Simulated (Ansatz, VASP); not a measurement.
## One calculation of GaP, two programs

```xyz
4
Lattice="1.7876 1.0321 6.6880 -1.7876 1.0321 6.6880 0.0000 -2.0641 6.6880" Properties=species:S:1:pos:R:3 pbc="T T T"
Ga    0.0000    0.0000    8.7354
Ga    0.0000    0.0000   11.3288
P     0.0000    0.0000    1.1515
P     0.0000    0.0000   18.9127
```

Change from the starting cell: strain -0.080 along x and y, +0.040 along z, atoms carried along.

Alike in both runs: task single point; functional LDA; k mesh 12 × 12 × 12; occupations gaussian, width 0.05 eV; no spin polarisation.

```csv
,VASP,Ansatz
version,VASP 6.6.1,Ansatz 0.2.0
potentials or method,"VASP PAW LDA potentials, release 64 (Ga_d, P), cutoff 520 eV","scalar-relativistic, plane waves, PAW"
valence electrons in the cell,36,36
```

|  | VASP | Ansatz | Ansatz less VASP |
| --- | --- | --- | --- |
| gap on the k mesh at the Fermi level (eV) | none | none | - |
| pressure (GPa) | 7.1 | 7.0 | -0.09 |
| traceless stress, the component that is largest in VASP (GPa) | -16.85 | -16.77 | +0.079 |
| rms of the force components (eV/Å) | 0.612 | 0.601 | -0.0113 |

LDA's correlation is that of Perdew and Zunger in VASP and of Perdew and Wang (1992) in Ansatz. Atom by atom the forces differ by 0.013 eV/Å (rms over components). A gap of «none» marks a metal or a gap that the smearing closes.
